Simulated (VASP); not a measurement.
Crystal: Re.

```xyz
1
Lattice="-1.5450 1.5450 1.5450 1.5450 -1.5450 1.5450 1.5450 1.5450 -1.5450" Properties=species:S:1:pos:R:3 pbc="T T T"
Re    0.0000    0.0000    0.0000
```

This isn't the form of Re at room conditions, which is hcp.

| Item | Value |
| --- | --- |
| Program | VASP 6.6.1 |
| Task | relaxation of cell and atoms |
| Functional | PBE |
| Potentials or basis | VASP PAW PBE potentials, release 64 (Re) |
| Cutoff | 600 eV |
| k mesh | 9 × 9 × 9 |
| Occupations | fermi-dirac, width 0.1 eV |
| Spin | no spin polarisation |

At the start: pressure 8.5 GPa; volume 14.75 Å³/atom.

Problem. How do energy, volume and symmetry change on relaxing?

Solution. Over 4 steps the energy falls by 8.7 meV/atom and the volume is 15.09 Å³/atom (+2.3 %); space group Im-3m (No. 229, to 0.1 Å) before and after.

The path:
```csv
step,energy change (eV),largest force (eV/Å),pressure (GPa),volume (Å³)
1,0.0000,0.0000,8.53,14.75
2,0.1158,0.0000,-26.04,16.49
3,-0.0087,0.0000,-0.28,15.10
4,-0.0087,0.0000,-0.04,15.09
```

Final structure:
```
CELL_PARAMETERS angstrom
-1.55670 1.55670 1.55670
1.55670 -1.55670 1.55670
1.55670 1.55670 -1.55670
ATOMIC_POSITIONS crystal
Re 0.00000 0.00000 0.00000
```
